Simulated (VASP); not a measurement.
# Co (P6_3/mmc) in VASP: a series of runs, part 2 of 2

VASP 6.6.1.

## 3. Single point, BLYP+D3(BJ), collinear spin, ferromagnetic start

Contents of INCAR:

```
SYSTEM = Co
PREC = Accurate
ENCUT = 520
EDIFF = 1E-6
ISMEAR = -1
SIGMA = 0.05
LREAL = .False.
LASPH = .True.
NELM = 150
ALGO = Normal
ISIF = 2
LWAVE = .False.
LCHARG = .False.
ISPIN = 2
MAGMOM = 2 2 2 2
LORBIT = 11
LMAXMIX = 4
GGA = B5
ALDAX = 1.0
AGGAX = 1.0
AGGAC = 1.0
ALDAC = 0.0
IVDW = 12
VDW_S6 = 1.0
VDW_S8 = 2.6996
VDW_A1 = 0.4298
VDW_A2 = 4.2359
NBANDS = 30
```

Contents of KPOINTS:

```
regular mesh
0
Gamma
  12 12 4
  0 0 0
```

Contents of POSCAR:

```
Co
1.0
    2.5190164704      0.0000000000      0.0000000000
   -1.2595082352      2.1815322559      0.0000000000
    0.0000000000      0.0000000000      8.2468668932
Co
4
Direct
    0.6666666667      0.3333333333      0.7500000000
    0.0000000000      0.0000000000      0.5000000000
    0.3333333333      0.6666666667      0.2500000000
    0.0000000000      0.0000000000      0.0000000000
```

Potentials or basis: VASP PAW PBE potentials, release 64 (Co).

On the command line:

```sh
> cat potpaw_PBE.64/Co/POTCAR > POTCAR
> mpirun -np 1 vasp_std > vasp.out
```

Run time: 2.6 min. Hardware: 1 thread of Intel Xeon Platinum 8488C (Sapphire Rapids), shared host; peak memory 0.25 GiB.

The run converged. Its results:

- Free energy: -27.8831 eV
- Pressure: -12.6 GPa
- Net moment: 6.62 μB per cell
- Site moments: Co +1.68, +1.66 (each value once) μB
- Valence electrons inside the program's atomic spheres: Co 8.22
- Dispersion energy per atom: -0.911 eV

Stress tensor (GPa, compression positive):
```
-11.51   0.00   0.00
  0.00 -11.51   0.00
  0.00   0.00 -14.70
```

Levels at points of the mesh, in eV from the Fermi level:
Spin up:
```
           k point  band 20  band 21  band 22  band 23  band 24  band 25
(0.00, 0.00, 0.00)    -1.21    -1.21    -0.85    -0.85    -0.02     5.80
(0.50, 0.00, 0.00)    -0.59     0.46     1.52     2.41     3.00     6.62
(0.00, 0.00, 0.50)    -1.65    -1.00    -1.00    -1.00    -1.00     8.83
(0.50, 0.00, 0.50)    -0.62     1.28     1.28     2.75     2.75     7.01
```
Spin down:
| k point | band 12 | band 13 | band 14 | band 15 | band 16 | band 17 |
| --- | --- | --- | --- | --- | --- | --- |
| (0.00, 0.00, 0.00) | -0.78 | -0.78 | -0.75 | -0.75 | -0.02 | 0.06 |
| (0.50, 0.00, 0.00) | -0.08 | -0.05 | 0.72 | 1.11 | 1.13 | 1.14 |
| (0.00, 0.00, 0.50) | -0.97 | -0.88 | -0.88 | -0.88 | -0.88 | 0.23 |
| (0.50, 0.00, 0.50) | -0.69 | -0.18 | -0.18 | 0.76 | 0.76 | 1.13 |

Caveat: the cell stands under tension; the PAW data sets were made with another functional, which shifts forces and pressure a little.

## 4. Single point, PBE, collinear spin, ferromagnetic start

This run uses another cell than the first one, of 10.69 Å³/atom.

Contents of INCAR:

```
PREC = Accurate
ENCUT = 690
EDIFF = 1E-6
ISMEAR = 0
SIGMA = 0.011
LREAL = False
LASPH = True
NELM = 200
ALGO = Normal
ISIF = 2
LWAVE = False
LCHARG = False
ISPIN = 2
MAGMOM = 2 2 2 2
LORBIT = 11
LMAXMIX = 4
GGA = PE
NBANDS = 46
GGA_COMPAT = False
```

Contents of KPOINTS:

```
Automatic mesh
0
Gamma
  12 12 4
```

Contents of POSCAR:

```
Co
1.0
    2.4705617809      0.0000000000      0.0000000000
   -1.2352808905      2.1395692639      0.0000000000
    0.0000000000      0.0000000000      8.0882338000
Co
4
Direct
    0.6666666667      0.3333333333      0.7500000000
    0.0000000000      0.0000000000      0.5000000000
    0.3333333333      0.6666666667      0.2500000000
    0.0000000000      0.0000000000      0.0000000000
```

Potentials or basis: VASP PAW PBE potentials, release 64 (Co_sv).

On the command line:

```sh
> cat potpaw_PBE.64/Co_sv/POTCAR > POTCAR
> mpirun -np 1 vasp_std > vasp.out
```

Wall time 7 min (1 thread of Intel Xeon Platinum 8259CL at 2.50GHz (Skylake/Cascade Lake), shared host); peak memory 0.36 GiB.

The run converged. Its results:

| Item | Value |
| --- | --- |
| Free energy | -28.4500 eV |
| Pressure | 3.3 GPa |
| Net moment | 6.61 μB per cell |
| Site moments | Co +1.73, +1.70 (each value once) μB |
| Valence electrons inside the program's atomic spheres | Co 15.06, 15.07 (each value once) |

Stress tensor (GPa, compression positive):
```
4.86 0.00 0.00
0.00 4.86 0.00
0.00 0.00 0.11
```

Levels at points of the mesh, in eV from the Fermi level:
Spin up:
```csv
k point,band 35,band 36,band 37,band 38,band 39,band 40,band 41,band 42
"(0.00, 0.00, 0.00)",-1.52,-1.20,-1.20,-0.80,-0.80,-0.38,6.20,14.72
"(0.50, 0.00, 0.00)",-0.54,-0.53,0.20,1.31,2.45,3.07,7.01,7.02
"(0.00, 0.00, 0.50)",-1.68,-1.68,-0.98,-0.98,-0.98,-0.98,9.19,9.19
"(0.50, 0.00, 0.50)",-0.56,-0.56,1.21,1.21,2.76,2.76,7.35,7.35
```
Spin down:
| k point | band 28 | band 29 | band 30 | band 31 | band 32 | band 33 |
| --- | --- | --- | --- | --- | --- | --- |
| (0.00, 0.00, 0.00) | -0.84 | -0.84 | -0.79 | -0.79 | -0.43 | 0.09 |
| (0.50, 0.00, 0.00) | -0.08 | -0.04 | 0.45 | 1.24 | 1.26 | 1.27 |
| (0.00, 0.00, 0.50) | -1.04 | -0.94 | -0.94 | -0.94 | -0.94 | 0.27 |
| (0.50, 0.00, 0.50) | -0.84 | -0.25 | -0.25 | 0.85 | 0.85 | 1.26 |

Caveat: the cell stands under pressure.

## 5. The runs side by side

```tsv
level	potentials or basis	cell	cutoff (eV)	smearing	gap on the mesh (eV)	pressure (GPa)	moment (μB)
RPBE+D3(BJ)	VASP PAW PBE potentials, release 64 (Co)	a = 2.519, b = 2.519, c = 8.247 Å, angles 90.0, 90.0, 120.0°, 4 atoms	520	fermi-dirac 0.05 eV	none	-30.1	6.80
BLYP+D3(BJ)	VASP PAW PBE potentials, release 64 (Co)	a = 2.519, b = 2.519, c = 8.247 Å, angles 90.0, 90.0, 120.0°, 4 atoms	520	fermi-dirac 0.05 eV	none	-12.6	6.62
PBE	VASP PAW PBE potentials, release 64 (Co_sv)	a = 2.471, b = 2.471, c = 8.088 Å, angles 90.0, 90.0, 120.0°, 4 atoms	690	gaussian 0.011 eV	none	3.3	6.61
```

Alike in all rows: task single point; spin collinear, ferromagnetic start; k mesh 12 × 12 × 4.

Caveats: the cell stands under tension (at least some runs); the PAW data sets were made with another functional, which shifts forces and pressure a little (at least some runs); the dispersion term is far too large for a dense solid, which distorts pressure and volume (at least some runs); the cell stands under pressure (at least some runs).

Absolute energies hang on the potentials; compare differences alone.
